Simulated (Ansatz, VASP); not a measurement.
# TiTe2: VASP beside Ansatz

File INCAR:

```
PREC = Accurate ; ENCUT = 520
EDIFF = 1E-7 ; ISMEAR = -1
SIGMA = 0.05 ; LREAL = False
LASPH = True ; NELM = 150
ALGO = Normal ; ISIF = 2
LWAVE = False ; LCHARG = False
MAGMOM = 0 0 0 0 0 0 0 0 0 ; LORBIT = 11
LSORBIT = True ; GGA_COMPAT = False
LORBMOM = True ; LMAXMIX = 4
GGA = PS ; NBANDS = 37
```

KPOINTS

```
regular mesh
0
Gamma
  6 6 3
```

Contents of POSCAR:

```
TiTe2
1.0
    3.7770000000      0.0000000000      0.0000000000
   -1.8885000000      3.2709779501      0.0000000000
    0.0000000000      0.0000000000      6.4980000000
Te Ti
2 1
Direct
    0.3333333333      0.6666666667      0.7372000000
    0.6666666667      0.3333333333      0.2628000000
    0.0000000000      0.0000000000      0.0000000000
```

File input.yaml:

```yaml
crystal:
  lattice:
    - [3.777, 0.0, 0.0]
    - [-1.8885, 3.2709779501, 0.0]
    - [0.0, 0.0, 6.498]
  atoms:
    - { symbol: Te, position: [0.3333333333, 0.6666666667, 0.7372] }
    - { symbol: Te, position: [0.6666666667, 0.3333333333, 0.2628] }
    - { symbol: Ti, position: [0.0, 0.0, 0.0] }
hamiltonian:
  xc: pbesol
  pseudopotentials: { kind: paw_fr }
magnetization:
  noncollinear: true
  spin_orbit: true
kpoints:
  mp_grid: { grid: [6, 6, 3] }
  band_path:
    path:
      - [[0.0, 0.0, 0.0], [0.5, 0.0, 0.0], [0.3333333333, 0.3333333333, 0.0], [0.0, 0.0, 0.0], [0.0, 0.0, 0.5], [0.5, 0.0, 0.5], [0.3333333333, 0.3333333333, 0.5], [0.0, 0.0, 0.5]]
      - [[0.5, 0.0, 0.5], [0.5, 0.0, 0.0]]
      - [[0.3333333333, 0.3333333333, 0.0], [0.3333333333, 0.3333333333, 0.5]]
    npoints: 14
scf:
  occupations: { method: fermi_dirac, width: 0.05 }
  n_extra_bands: 7
output:
  forces: true
  stress: true
  eigenvalues: true
  fatbands: true
  write_density: true
  write_potential: true
  elf: true
  volumetric_format: npy
```

Alike in both runs: functional PBEsol; k mesh 6 × 6 × 3; occupations fermi-dirac, width 0.05 eV; non-collinear spin, spin-orbit coupling.

|  | VASP | Ansatz |
| --- | --- | --- |
| version | VASP 6.6.1 | Ansatz 0.2.0 |
| potentials or method | VASP PAW PBE potentials, release 64 (Te, Ti_sv) | Ansatz PAW |
| plane-wave cutoff (eV) | 520 | 420 |
| valence electrons in the cell | 24 | 44 |
| task | single point | band structure |

Ansatz gave:

| Property | Result |
| --- | --- |
| pressure (GPa) | -2.3 |
| traceless stress, the component that is largest in VASP (GPa) | 0.13 |
| rms of the force components (eV/Å) | 0.082 |
| net moment per atom (μB) | 0.00 |

Question: Estimate VASP's values.

Answer: Pressure (GPa): -2.2; traceless stress, the component that is largest in VASP (GPa): 0.14; rms of the force components (eV/Å): 0.071; net moment per atom (μB): 0.00.

VASP's potentials were made for PBE, not for PBEsol. Atom by atom the forces differ by 0.011 eV/Å (rms over components). VASP's potentials hold 24 valence electrons a cell and Ansatz's 44, so a difference there can come from the potentials and not from the codes.
